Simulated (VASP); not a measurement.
# Ag3IO (Pm-3m) in VASP: density of states with PBE

Aim: the density of states of Ag3IO with PBE.

Everything below comes from runs of VASP 6.6.1. Logs are shortened: lines on timing, memory, paths and dates and some standing lists are left out, and cuts for length are marked.

## Step 1: The cell of the first run

The structure is cubic, space group Pm-3m (No. 221). Conventional cell: a = 4.659 Å, b = 4.659 Å, c = 4.659 Å, α = 90.00°, β = 90.00°, γ = 90.00°. Ag (site symmetry 4/mmm) has 2 O at 2.33 Å within 3.1 Å. I (site symmetry m-3m) has 12 Ag at 3.29 Å and 8 O at 4.03 Å within 4.3 Å. Within 3.1 Å of O (site symmetry m-3m) lie 6 Ag at 2.33 Å.

## Step 2: Density of states, PBE

File POSCAR:

```
Ag3IO
1.0
    4.6586357733      0.0000000000      0.0000000000
    0.0000000000      4.6586357733      0.0000000000
    0.0000000000      0.0000000000      4.6586357733
Ag I O
3 1 1
Direct
    0.5000000000      0.0000000000      0.0000000000
    0.0000000000      0.5000000000      0.0000000000
    0.0000000000      0.0000000000      0.5000000000
    0.5000000000      0.5000000000      0.5000000000
    0.0000000000      0.0000000000      0.0000000000
```

File INCAR.step1:

```
SYSTEM = Ag3IO
PREC     = Accurate       ! precision mode
ENCUT    = 520            ! plane-wave cutoff, eV
EDIFF    = 1E-7           ! SCF threshold, eV
ISMEAR   = 0              ! smearing method
SIGMA    = 0.1            ! smearing width, eV
LREAL    = .FALSE.        ! projectors in reciprocal space
LASPH    = .TRUE.         ! aspherical terms in the spheres
NELM     = 100            ! most SCF steps
ALGO     = Normal         ! electronic algorithm
ISIF     = 2              ! what is computed and relaxed
LWAVE    = .FALSE.        ! write WAVECAR
LCHARG   = .TRUE.         ! write CHGCAR
LMAXMIX  = 4              ! l up to which the mixer works
GGA      = PE             ! functional
NBANDS   = 31             ! bands
```

File KPOINTS.step1:

```
Automatic mesh
0
G
  8 8 8
  0 0 0
```

File INCAR.step2:

```
SYSTEM = Ag3IO
PREC     = Accurate       ! precision mode
ENCUT    = 520            ! plane-wave cutoff, eV
EDIFF    = 1E-7           ! SCF threshold, eV
ISMEAR   = -5             ! smearing method
SIGMA    = 0.1            ! smearing width, eV
LREAL    = .FALSE.        ! projectors in reciprocal space
LASPH    = .TRUE.         ! aspherical terms in the spheres
NELM     = 100            ! most SCF steps
ALGO     = Normal         ! electronic algorithm
ISIF     = 2              ! what is computed and relaxed
LWAVE    = .FALSE.        ! write WAVECAR
LCHARG   = .FALSE.        ! write CHGCAR
LMAXMIX  = 4              ! l up to which the mixer works
GGA      = PE             ! functional
LORBIT   = 11             ! projections on sites
NEDOS    = 2001           ! points of the DOS
ICHARG   = 11             ! starting density
```

File KPOINTS.step2:

```
Automatic mesh
0
G
  12 12 12
  0 0 0
```

Potentials or basis: VASP PAW PBE potentials, release 64 (Ag, I, O).

Started as:

```sh
> cat potpaw_PBE.64/Ag/POTCAR potpaw_PBE.64/I/POTCAR potpaw_PBE.64/O/POTCAR > POTCAR
> cp INCAR.step1 INCAR
> cp KPOINTS.step1 KPOINTS
> mpirun -np 1 vasp_std > vasp.out
> cp INCAR.step2 INCAR
> cp KPOINTS.step2 KPOINTS
> mpirun -np 1 vasp_std > vasp.out
```

OUTCAR:

```text
SYSTEM = Ag3IO
   PREC = Accurate
   ENCUT = 520
   EDIFF = 1E-7
   ISMEAR = -5
   LREAL = .FALSE.
   LASPH = .TRUE.
   NELM = 100
   ISIF = 2
   GGA = PE
   LORBIT = 11
   ICHARG = 11

 ion  position               nearest neighbor table
   1  0.500  0.000  0.000-   5 2.33   5 2.33   4 3.29   2 3.29   3 3.29   4 3.29   2 3.29   4 3.29
                             4 3.29   2 3.29   3 3.29   3 3.29   3 3.29   2 3.29
   2  0.000  0.500  0.000-   5 2.33   5 2.33   4 3.29   1 3.29   3 3.29   4 3.29   1 3.29   3 3.29
                             3 3.29   3 3.29   1 3.29   4 3.29   4 3.29   1 3.29
   3  0.000  0.000  0.500-   5 2.33   5 2.33   4 3.29   1 3.29   1 3.29   2 3.29   2 3.29   2 3.29
                             4 3.29   2 3.29   1 3.29   4 3.29   1 3.29   4 3.29
   4  0.500  0.500  0.500-   1 3.29   2 3.29   3 3.29   1 3.29   2 3.29   1 3.29   3 3.29   1 3.29
                             2 3.29   3 3.29   2 3.29   3 3.29
   5  0.000  0.000  0.000-   1 2.33   2 2.33   3 2.33   3 2.33   2 2.33   1 2.33

  LATTYP: Found a simple cubic cell.
 ALAT       =     4.6586357733

  Lattice vectors:

 A1 = (   4.6586357733,   0.0000000000,   0.0000000000)
 A2 = (   0.0000000000,   4.6586357733,   0.0000000000)
 A3 = (   0.0000000000,   0.0000000000,   4.6586357733)

Analysis of symmetry for initial positions (statically):
=====================================================================
 Subroutine PRICEL returns:
 Original cell was already a primitive cell.

 Routine SETGRP: Setting up the symmetry group for a
 simple cubic supercell.

 Subroutine GETGRP returns: Found 48 space group operations
 (whereof 48 operations were pure point group operations)
 out of a pool of 48 trial point group operations.

The static configuration has the point symmetry O_h .

Analysis of symmetry for dynamics (positions and initial velocities):
=====================================================================
 Subroutine PRICEL returns:
 Original cell was already a primitive cell.

 Routine SETGRP: Setting up the symmetry group for a
 simple cubic supercell.

 Subroutine GETGRP returns: Found 48 space group operations
 (whereof 48 operations were pure point group operations)
 out of a pool of 48 trial point group operations.

The dynamic configuration has the point symmetry O_h .

 Subroutine INISYM returns: Found 48 space group operations
 (whereof 48 operations are pure point group operations),
 and found     1 'primitive' translations

----------------------------------------------------------------------------------------

                                     Primitive cell

  volume of cell :     101.1058

  direct lattice vectors                    reciprocal lattice vectors
     4.658635773  0.000000000  0.000000000     0.214655116  0.000000000  0.000000000
     0.000000000  4.658635773  0.000000000     0.000000000  0.214655116  0.000000000
     0.000000000  0.000000000  4.658635773     0.000000000  0.000000000  0.214655116

  length of vectors
     4.658635773  4.658635773  4.658635773     0.214655116  0.214655116  0.214655116

  position of ions in fractional coordinates (direct lattice)
     0.500000000  0.000000000  0.000000000
     0.000000000  0.500000000  0.000000000
     0.000000000  0.000000000  0.500000000
     0.500000000  0.500000000  0.500000000
     0.000000000  0.000000000  0.000000000

  ion indices of the primitive-cell ions
   primitive index   ion index
                 1           1
                 2           2
                 3           3
                 4           4
                 5           5

----------------------------------------------------------------------------------------

 KPOINTS: Automatic mesh

Automatic generation of k-mesh.
 Grid dimensions read from file:
 generate k-points for:   12   12   12

 Generating k-lattice:

  Cartesian coordinates                     Fractional coordinates (reciprocal lattice)
     0.017887926  0.000000000  0.000000000     0.083333333  0.000000000  0.000000000
     0.000000000  0.017887926  0.000000000     0.000000000  0.083333333  0.000000000
     0.000000000  0.000000000  0.017887926     0.000000000  0.000000000  0.083333333

  Length of vectors
     0.017887926  0.017887926  0.017887926

  Shift w.r.t. Gamma in fractional coordinates (k-lattice)
     0.000000000  0.000000000  0.000000000

 TETIRR: Found    854 inequivalent tetrahedra from    10368

 Subroutine IBZKPT returns following result:
 ===========================================

 Found     84 irreducible k-points:

 Following reciprocal coordinates:
            Coordinates               Weight
  0.000000  0.000000  0.000000      1.000000
  0.083333  0.000000  0.000000      6.000000
  0.166667  0.000000  0.000000      6.000000
  0.250000  0.000000  0.000000      6.000000
  0.333333  0.000000  0.000000      6.000000
  0.416667  0.000000  0.000000      6.000000
[... 16 lines left out ...]
  0.333333  0.333333  0.000000     12.000000
  0.416667  0.333333  0.000000     24.000000
 [... further k-points ...]
   k-points           NKPTS =     84   k-points in BZ     NKDIM =     84   number of bands    NBANDS=     27
   number of dos      NEDOS =   2001   number of ions     NIONS =      5
   total plane-waves  NPLWV =  46656
   dimension x,y,z NGX =    36 NGY =   36 NGZ =   36
   dimension x,y,z NGXF=    72 NGYF=   72 NGZF=   72
   ions per type =               3   1   1
   NGX,Y,Z   is equivalent  to a cutoff of  12.85, 12.85, 12.85 a.u.
   NGXF,Y,Z  is equivalent  to a cutoff of  25.69, 25.69, 25.69 a.u.
 SYSTEM =  Ag3IO
   PREC   = accura    normal or accurate (medium, high low for compatibility)
   ISTART =      0    job   : 0-new  1-cont  2-samecut
   ICHARG =     11    charge: 1-file 2-atom 10-const
   ISPIN  =      1    spin polarized calculation?
   LNONCOLLINEAR =      F non collinear calculations
   LSORBIT =      F    spin-orbit coupling
   LASPH  =      T    aspherical Exc in radial PAW
   ENCUT  =  520.0 eV  38.22 Ry    6.18 a.u.   8.66  8.66  8.66*2*pi/ulx,y,z
   NELM   =    100;   NELMIN=  2; NELMDL=  0     # of ELM steps
   EDIFF  = 0.1E-06   stopping-criterion for ELM
   LREAL  =      F    real-space projection
   EDIFFG = 0.1E-05   stopping-criterion for IOM
   NSW    =      0    number of steps for IOM
   IBRION =     -1    ionic relax: 0-MD 1-quasi-New 2-CG
   NFREE  =      0    steps in history (QN), initial steepest desc. (CG)
   ISIF   =      2    stress and relaxation
   ISYM   =      2    0-nonsym 1-usesym 2-fastsym
   POTIM  = 0.5000    time-step for ionic-motion
   TEBEG  =    0.0;   TEEND  =   0.0 temperature during run
   PSTRESS=    0.0 pullay stress
   NELECT =      46.0000    total number of electrons
   NUPDOWN=      -1.0000    fix difference up-down
   EMIN   =  10.00;   EMAX   =-10.00  energy-range for DOS
   EFERMI =   0.00;   METHOD = LEGACY
   ISMEAR =    -5;   SIGMA  =   0.10  broadening in eV -4-tet -1-fermi 0-gaus
   EFERMI_NEDOS =   21; number of points for ismear=-14 and -15
   IALGO  =     38    algorithm
   IMIX   =      4    mixing-type and parameters
     AMIX     =   0.40;   BMIX     =  1.00
     AMIX_MAG =   1.60;   BMIX_MAG =  1.00
  volume/ion in A,a.u.               =      20.22       136.46
  Fermi-wavevector in a.u.,A,eV,Ry     =   1.259125  2.379400 21.570603  1.585395
  Thomas-Fermi vector in A             =   2.392700
   LORBIT       =     11    0 simple, 1 ext, 2 COOP (PROOUT), +10 PAW based schemes
   GGA     = PE    functional components
   LHFCALC =     F    Hartree Fock is set to
   AEXX    =    0.0000 exact exchange contribution
   IVDW    =     0    specifies the selected vdW correction
   LEPSILON=     F    determine dielectric tensor
   LRPA    =     F    only Hartree local field effects (RPA)
 non-spin polarized calculation
 Fermi weights with tetrahedron method with Bloechl corrections
  energy-cutoff  :      520.00
  volume of cell :      101.11
 maximum number of plane-waves:      2800
 NGX is ok and might be reduce to    36

 number of electron      46.0000015 magnetization

 Free energy of the ion-electron system (eV)
  ---------------------------------------------------
  ext. energy  EPLUGINS =         0.00000000
  ---------------------------------------------------
  free energy    TOTEN  =       -14.85321895 eV

  energy without entropy =      -14.85321895  energy(sigma->0) =      -14.85321895

 E-fermi :   5.5944     XC(G=0): -10.5806

 val. band max:        5.6225049082   @ k =   0.5000   0.5000   0.0833
 cond. band min:       5.6096760359   @ k =   0.0833   0.0833   0.0833
 fundamental gap:     -0.0128288723
 Fermi energy:         5.5944428831

 k-point     1 :       0.0000    0.0000    0.0000
  band No.  band energies     occupation
      1     -11.7300      2.00000
      2      -7.3382      2.00000
      3       1.8267      2.00000
      4       1.8267      2.00000
      5       1.8267      2.00000
      6       1.9116      2.00000
[... 19 lines left out ...]
     26       8.9351      0.00000
     27      13.0163      0.00000

 k-point     2 :       0.0833    0.0000    0.0000
  band No.  band energies     occupation
      1     -11.7236      2.00000
      2      -7.3295      2.00000
      3       1.7492      2.00000
      4       1.8076      2.00000
      5       1.8076      2.00000
      6       1.8345      2.00000
[... 19 lines left out ...]
     26       9.0161      0.00000
     27      12.8543      0.00000

 k-point     3 :       0.1667    0.0000    0.0000
  band No.  band energies     occupation
      1     -11.7062      2.00000
      2      -7.3052      2.00000
      3       1.3724      2.00000
      4       1.7548      2.00000
      5       1.7548      2.00000
      6       1.8316      2.00000
[... 19 lines left out ...]
     26       9.2238      0.00000
     27      12.3378      0.00000

 k-point     4 :       0.2500    0.0000    0.0000
  band No.  band energies     occupation
      1     -11.6822      2.00000
      2      -7.2715      2.00000
      3       0.9961      2.00000
      4       1.4288      2.00000
      5       1.6769      2.00000
      6       1.6769      2.00000
[... 19 lines left out ...]
     26       9.4334      0.00000
     27      11.7177      0.00000
[... 516 lines left out ...]
      4       0.4847      2.00000
      5       1.1268      2.00000
      6       1.3675      2.00000
[... 19 lines left out ...]
     26      10.2215      0.00000
     27      10.6498      0.00000

 k-point    23 :       0.3333    0.3333    0.0000
  band No.  band energies     occupation
      1     -11.5875      2.00000
      2      -7.1523      2.00000
      3       0.4723      2.00000
      4       0.5099      2.00000
      5       1.0960      2.00000
      6       1.3478      2.00000
[... 19 lines left out ...]
     26      10.5144      0.00000
     27      10.7413      0.00000

 k-point    24 :       0.4167    0.3333    0.0000
  band No.  band energies     occupation
      1     -11.5700      2.00000
      2      -7.1310      2.00000
      3       0.3241      2.00000
      4       0.3808      2.00000
      5       1.1115      2.00000
      6       1.3020      2.00000
[... 19 lines left out ...]
     26      10.6113      0.00000
     27      10.8246      0.00000

 [... further k-points ...]
[... 5 lines left out ...]
  --------------------------------------------------------------------------------------
  -------------------------------------------------------------------------------------
  Total        0.0185362      0.0185362      0.0185362     -0.0000000      0.0000000     -0.0000000
  in kB        0.2937339      0.2937339      0.2937339     -0.0000000      0.0000000     -0.0000000
  external PRESSURE =       0.2937339 kB  Pullay stress =       0.0000000 kB

 VOLUME and BASIS-vectors are now :
 -----------------------------------------------------------------------------
  energy-cutoff  :      520.00
  volume of cell :      101.11
      direct lattice vectors                 reciprocal lattice vectors
     4.658635773  0.000000000  0.000000000     0.214655116  0.000000000  0.000000000
     0.000000000  4.658635773  0.000000000     0.000000000  0.214655116  0.000000000
     0.000000000  0.000000000  4.658635773     0.000000000  0.000000000  0.214655116

 POSITION                                       TOTAL-FORCE (eV/Angst)
 -----------------------------------------------------------------------------------
      2.32932      0.00000      0.00000         0.000000      0.000000      0.000000
      0.00000      2.32932      0.00000         0.000000      0.000000      0.000000
      0.00000      0.00000      2.32932         0.000000      0.000000      0.000000
      2.32932      2.32932      2.32932         0.000000      0.000000      0.000000
      0.00000      0.00000      0.00000         0.000000      0.000000      0.000000
 -----------------------------------------------------------------------------------
    total drift:                                0.000000      0.000000     -0.000000

  FREE ENERGIE OF THE ION-ELECTRON SYSTEM (eV)
  ---------------------------------------------------
  free  energy   TOTEN  =       -14.8532189464 eV

  energy  without entropy=      -14.8532189464  energy(sigma->0) =      -14.85321895

 total charge

# of ion       s       p       d       tot
------------------------------------------
    1        0.263   0.164   9.297   9.723
    2        0.263   0.164   9.297   9.723
    3        0.263   0.164   9.297   9.723
    4        1.532   2.680   0.029   4.241
    5        1.571   3.294   0.000   4.865
--------------------------------------------------
tot          3.891   6.466  27.919  38.275
```

Wall time 84 s (1 thread of Intel Xeon 6975P-C (Granite Rapids), shared host); peak memory 0.35 GiB.

What came out:

```
Valence electrons inside the program's atomic spheres : Ag 9.72; I 4.24; O 4.87
```

Caveat: spin-orbit coupling is left out, which moves the levels of the heavy elements; tetrahedron occupations give inexact forces and stress in metals.
